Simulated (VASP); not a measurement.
# Zn (P6_3/mmc) in VASP: single point with r2SCAN

Aim: the single point of Zn with r2SCAN.

Program: VASP 6.6.1. These are calculated values, not measurements. Logs are shortened: lines on timing, memory, paths and dates and some standing lists are left out, and cuts for length are marked.

## Step 1: The cell of the first run

It takes space group P6_3/mmc (No. 194, hexagonal). The conventional cell has a = 2.600 Å, b = 2.600 Å, c = 5.025 Å, α = 90.00°, β = 90.00°, γ = 120.00°. Within 3.4 Å of Zn (site symmetry -6m2) lie 12 Zn at 2.60 to 2.93 Å.

## Step 2: Single point, r2SCAN (14.71 Å³/atom)

File POSCAR:

```
Zn
1.0
    2.6000472763      0.0000000000      0.0000000000
   -1.3000236381      2.2517069923      0.0000000000
    0.0000000000      0.0000000000      5.0252147162
Zn
2
Direct
    0.3333333333      0.6666666667      0.7500000000
    0.6666666667      0.3333333333      0.2500000000
```

File INCAR.step1:

```
SYSTEM = Zn
PREC = Accurate
ENCUT = 520
ISMEAR = 0
SIGMA = 0.05
LREAL = .FALSE.
LASPH = .TRUE.
NELM = 60
NBANDS = 19
GGA = PE
ALGO = Normal
EDIFF = 1E-4
LWAVE = .TRUE.
LCHARG = .FALSE.
```

File INCAR.step2:

```
SYSTEM = Zn
PREC = Accurate
ENCUT = 520
EDIFF = 1E-6
ISMEAR = 0
SIGMA = 0.05
LREAL = .FALSE.
LASPH = .TRUE.
NELM = 60
ALGO = Normal
ISIF = 2
LWAVE = .FALSE.
LCHARG = .TRUE.
METAGGA = R2SCAN
LMIXTAU = .TRUE.
LELF = .TRUE.
LVHAR = .TRUE.
NBANDS = 19
ISTART = 1
```

File KPOINTS:

```
Automatic mesh
0
G
  18 18 10
  0 0 0
```

Potentials or basis: VASP PAW PBE potentials, release 64 (Zn).

Run with:

```console
$ cat potpaw_PBE.64/Zn/POTCAR > POTCAR
$ cp INCAR.step1 INCAR
$ mpirun -np 1 vasp_std > vasp.out
$ cp INCAR.step2 INCAR
$ mpirun -np 1 vasp_std > vasp.out
```

OUTCAR:

```text
SYSTEM = Zn
   PREC = Accurate
   ENCUT = 520
   EDIFF = 1E-6
   ISMEAR = 0
   LREAL = .FALSE.
   LASPH = .TRUE.
   NELM = 60
   ISIF = 2
   METAGGA = R2SCAN
   ISTART = 1

 ion  position               nearest neighbor table
   1  0.333  0.667  0.750-   2 2.93   2 2.93   2 2.93   2 2.93   2 2.93   2 2.93
   2  0.667  0.333  0.250-   1 2.93   1 2.93   1 2.93   1 2.93   1 2.93   1 2.93

  LATTYP: Found a hexagonal cell.
 ALAT       =     2.6000472763
 C/A-ratio  =     1.9327397475

  Lattice vectors:

 A1 = (   2.6000472763,   0.0000000000,   0.0000000000)
 A2 = (  -1.3000236381,   2.2517069923,   0.0000000000)
 A3 = (   0.0000000000,   0.0000000000,   5.0252147162)

Analysis of symmetry for initial positions (statically):
=====================================================================
 Subroutine PRICEL returns:
 Original cell was already a primitive cell.

 Routine SETGRP: Setting up the symmetry group for a
 hexagonal supercell.

 Subroutine GETGRP returns: Found 24 space group operations
 (whereof 12 operations were pure point group operations)
 out of a pool of 24 trial point group operations.

The static configuration has the point symmetry D_3d.
 The point group associated with its full space group is D_6h.

Analysis of symmetry for dynamics (positions and initial velocities):
=====================================================================
 Subroutine PRICEL returns:
 Original cell was already a primitive cell.

 Routine SETGRP: Setting up the symmetry group for a
 hexagonal supercell.

 Subroutine GETGRP returns: Found 24 space group operations
 (whereof 12 operations were pure point group operations)
 out of a pool of 24 trial point group operations.

The dynamic configuration has the point symmetry D_3d.
 The point group associated with its full space group is D_6h.

 Subroutine INISYM returns: Found 24 space group operations
 (whereof 12 operations are pure point group operations),
 and found     1 'primitive' translations

----------------------------------------------------------------------------------------

                                     Primitive cell

  volume of cell :      29.4203

  direct lattice vectors                    reciprocal lattice vectors
     2.600047276  0.000000000  0.000000000     0.384608391  0.222053758  0.000000000
    -1.300023638  2.251706992  0.000000000     0.000000000  0.444107516  0.000000000
     0.000000000  0.000000000  5.025214716     0.000000000  0.000000000  0.198996472

  length of vectors
     2.600047276  2.600047276  5.025214716     0.444107516  0.444107516  0.198996472

  position of ions in fractional coordinates (direct lattice)
     0.333333333  0.666666667  0.750000000
     0.666666667  0.333333333  0.250000000

  ion indices of the primitive-cell ions
   primitive index   ion index
                 1           1
                 2           2

----------------------------------------------------------------------------------------

 KPOINTS: Automatic mesh

Automatic generation of k-mesh.
 Grid dimensions read from file:
 generate k-points for:   18   18   10

 Generating k-lattice:

  Cartesian coordinates                     Fractional coordinates (reciprocal lattice)
     0.021367133  0.012336320  0.000000000     0.055555556  0.000000000  0.000000000
     0.000000000  0.024672640  0.000000000     0.000000000  0.055555556  0.000000000
     0.000000000  0.000000000  0.019899647     0.000000000  0.000000000  0.100000000

  Length of vectors
     0.024672640  0.024672640  0.019899647

  Shift w.r.t. Gamma in fractional coordinates (k-lattice)
     0.000000000  0.000000000  0.000000000

 Subroutine IBZKPT returns following result:
 ===========================================

 Found    222 irreducible k-points:

 Following reciprocal coordinates:
            Coordinates               Weight
  0.000000  0.000000  0.000000      1.000000
  0.055556  0.000000  0.000000      6.000000
  0.111111  0.000000  0.000000      6.000000
  0.166667  0.000000  0.000000      6.000000
  0.222222  0.000000  0.000000      6.000000
  0.277778  0.000000  0.000000      6.000000
[... 16 lines left out ...]
  0.333333  0.111111  0.000000     12.000000
  0.388889  0.111111  0.000000     12.000000
 [... further k-points ...]
   k-points           NKPTS =    222   k-points in BZ     NKDIM =    222   number of bands    NBANDS=     19
   number of dos      NEDOS =    301   number of ions     NIONS =      2
   total plane-waves  NPLWV =  16000
   dimension x,y,z NGX =    20 NGY =   20 NGZ =   40
   dimension x,y,z NGXF=    40 NGYF=   40 NGZF=   80
   ions per type =               2
   NGX,Y,Z   is equivalent  to a cutoff of  12.79, 12.79, 13.23 a.u.
   NGXF,Y,Z  is equivalent  to a cutoff of  25.58, 25.58, 26.47 a.u.
 SYSTEM =  Zn
   PREC   = accura    normal or accurate (medium, high low for compatibility)
   ISTART =      1    job   : 0-new  1-cont  2-samecut
   ICHARG =      0    charge: 1-file 2-atom 10-const
   ISPIN  =      1    spin polarized calculation?
   LNONCOLLINEAR =      F non collinear calculations
   LSORBIT =      F    spin-orbit coupling
   LASPH  =      T    aspherical Exc in radial PAW
   ENCUT  =  520.0 eV  38.22 Ry    6.18 a.u.   4.83  4.83  9.34*2*pi/ulx,y,z
   NELM   =     60;   NELMIN=  2; NELMDL=  0     # of ELM steps
   EDIFF  = 0.1E-05   stopping-criterion for ELM
   LREAL  =      F    real-space projection
   EDIFFG = 0.1E-04   stopping-criterion for IOM
   NSW    =      0    number of steps for IOM
   IBRION =     -1    ionic relax: 0-MD 1-quasi-New 2-CG
   NFREE  =      0    steps in history (QN), initial steepest desc. (CG)
   ISIF   =      2    stress and relaxation
   ISYM   =      2    0-nonsym 1-usesym 2-fastsym
   POTIM  = 0.5000    time-step for ionic-motion
   TEBEG  =    0.0;   TEEND  =   0.0 temperature during run
   PSTRESS=    0.0 pullay stress
   NELECT =      24.0000    total number of electrons
   NUPDOWN=      -1.0000    fix difference up-down
   EMIN   =  10.00;   EMAX   =-10.00  energy-range for DOS
   EFERMI =   0.00;   METHOD = LEGACY
   ISMEAR =     0;   SIGMA  =   0.05  broadening in eV -4-tet -1-fermi 0-gaus
   EFERMI_NEDOS =   21; number of points for ismear=-14 and -15
   IALGO  =     38    algorithm
   IMIX   =      4    mixing-type and parameters
     AMIX     =   0.40;   BMIX     =  1.00
     AMIX_MAG =   1.60;   BMIX_MAG =  1.00
  volume/ion in A,a.u.               =      14.71        99.27
  Fermi-wavevector in a.u.,A,eV,Ry     =   1.529664  2.890645 31.835883  2.339871
  Thomas-Fermi vector in A             =   2.637254
   LORBIT       =      0    0 simple, 1 ext, 2 COOP (PROOUT), +10 PAW based schemes
   METAGGA = R2SCAN    functional components
   LHFCALC =     F    Hartree Fock is set to
   AEXX    =    0.0000 exact exchange contribution
   IVDW    =     0    specifies the selected vdW correction
   LEPSILON=     F    determine dielectric tensor
   LRPA    =     F    only Hartree local field effects (RPA)
 non-spin polarized calculation
 Gauss-broadening in eV      SIGMA  =   0.05
  energy-cutoff  :      520.00
  volume of cell :       29.42
 maximum number of plane-waves:       807
 NGX is ok and might be reduce to    20
   NGX =  9   NGY =  9   NGZ = 19

 number of electron      24.0000031 magnetization

 Free energy of the ion-electron system (eV)
  ---------------------------------------------------
  ext. energy  EPLUGINS =         0.00000000
  ---------------------------------------------------
  free energy    TOTEN  =       -17.80567564 eV

  energy without entropy =      -17.80536796  energy(sigma->0) =      -17.80552180

 E-fermi :   3.1688     XC(G=0): -12.8092

 val. band max:        3.1588008345   @ k =   0.2222   0.2222   0.0000
 cond. band min:       3.1872057438   @ k =   0.2778   0.2778   0.3000
 fundamental gap:      0.0284049094
 Fermi energy:         3.1687815211

 k-point     1 :       0.0000    0.0000    0.0000
  band No.  band energies     occupation
      1      -7.9313      2.00000
      2      -6.0185      2.00000
      3      -5.1899      2.00000
      4      -4.8860      2.00000
      5      -4.8858      2.00000
      6      -4.8412      2.00000
[... 11 lines left out ...]
     18      24.2368      0.00000
     19      24.5194      0.00000

 k-point     2 :       0.0556    0.0000    0.0000
  band No.  band energies     occupation
      1      -7.8298      2.00000
      2      -5.9694      2.00000
      3      -5.1772      2.00000
      4      -4.8987      2.00000
      5      -4.8611      2.00000
      6      -4.8538      2.00000
[... 11 lines left out ...]
     18      23.2348      0.00000
     19      25.5998      0.00000

 k-point     3 :       0.1111    0.0000    0.0000
  band No.  band energies     occupation
      1      -7.5292      2.00000
      2      -5.8349      2.00000
      3      -5.1449      2.00000
      4      -4.9303      2.00000
      5      -4.8821      2.00000
      6      -4.7892      2.00000
[... 11 lines left out ...]
     18      22.2088      0.00000
     19      24.0272      0.00000

 k-point     4 :       0.1667    0.0000    0.0000
  band No.  band energies     occupation
      1      -7.0451      2.00000
      2      -5.6580      2.00000
      3      -5.1119      2.00000
      4      -4.9686      2.00000
      5      -4.8767      2.00000
      6      -4.7367      2.00000
[... 11 lines left out ...]
     18      20.8731      0.00000
     19      21.8415      0.00000

 k-point     5 :       0.2222    0.0000    0.0000
  band No.  band energies     occupation
      1      -6.4320      2.00000
      2      -5.5285      2.00000
      3      -5.0670      2.00000
      4      -4.9782      2.00000
      5      -4.9404      2.00000
      6      -4.7670      2.00000
[... 11 lines left out ...]
     18      19.6140      0.00000
     19      20.3511      0.00000
[... 334 lines left out ...]
      2      -5.3964      2.00000
      3      -5.1313      2.00000
      4      -5.0269      2.00000
      5      -4.9656      2.00000
      6      -4.7821      2.00000
[... 11 lines left out ...]
     18      18.8164      0.00000
     19      19.6613      0.00000

 k-point    22 :       0.2778    0.1111    0.0000
  band No.  band energies     occupation
      1      -5.5225      2.00000
      2      -5.4431      2.00000
      3      -5.2480      2.00000
      4      -4.8763      2.00000
      5      -4.8455      2.00000
      6      -4.7717      2.00000
[... 11 lines left out ...]
     18      18.1464      0.00000
     19      19.4392      0.00000

 k-point    23 :       0.3333    0.1111    0.0000
  band No.  band energies     occupation
      1      -5.5703      2.00000
      2      -5.4836      2.00000
      3      -5.3300      2.00000
      4      -4.8946      2.00000
      5      -4.7802      2.00000
      6      -4.6796      2.00000
[... 11 lines left out ...]
     18      17.6386      0.00000
     19      19.0433      0.00000

 k-point    24 :       0.3889    0.1111    0.0000
  band No.  band energies     occupation
      1      -5.6158      2.00000
      2      -5.5183      2.00000
      3      -5.3781      2.00000
      4      -4.9257      2.00000
      5      -4.7210      2.00000
      6      -4.7139      2.00000
[... 11 lines left out ...]
     18      17.3229      0.00000
     19      18.7852      0.00000

 [... further k-points ...]
[... 5 lines left out ...]
  --------------------------------------------------------------------------------------
  -------------------------------------------------------------------------------------
  Total       -0.0314720     -0.0314720     -0.0871710     -0.0000000      0.0000000      0.0000000
  in kB       -1.7139077     -1.7139077     -4.7471710     -0.0000000      0.0000000      0.0000000
  external PRESSURE =      -2.7249955 kB  Pullay stress =       0.0000000 kB

 VOLUME and BASIS-vectors are now :
 -----------------------------------------------------------------------------
  energy-cutoff  :      520.00
  volume of cell :       29.42
      direct lattice vectors                 reciprocal lattice vectors
     2.600047276  0.000000000  0.000000000     0.384608391  0.222053758  0.000000000
    -1.300023638  2.251706992  0.000000000     0.000000000  0.444107516  0.000000000
     0.000000000  0.000000000  5.025214716     0.000000000  0.000000000  0.198996472

 POSITION                                       TOTAL-FORCE (eV/Angst)
 -----------------------------------------------------------------------------------
     -0.00000      1.50114      3.76891        -0.000000      0.000000      0.000000
      1.30002      0.75057      1.25630         0.000000     -0.000000      0.000000
 -----------------------------------------------------------------------------------
    total drift:                               -0.000000      0.000000      0.000000

  FREE ENERGIE OF THE ION-ELECTRON SYSTEM (eV)
  ---------------------------------------------------
  free  energy   TOTEN  =       -17.8056756446 eV

  energy  without entropy=      -17.8053679560  energy(sigma->0) =      -17.80552180
```

It took 4.3 min on 1 thread of Intel Xeon Platinum 8488C (Sapphire Rapids), shared host; peak memory 0.22 GiB.

Results:

```
Free energy            : -17.8057 eV
Pressure               : -0.3 GPa
Band gap on the k mesh : zero (bands 12 and 13 overlap by 5.38 eV)
```

Caveat: the PAW data sets were made with another functional, which shifts forces and pressure a little.

The gap in the log of VASP goes by the Fermi energy; the results here count the filled bands.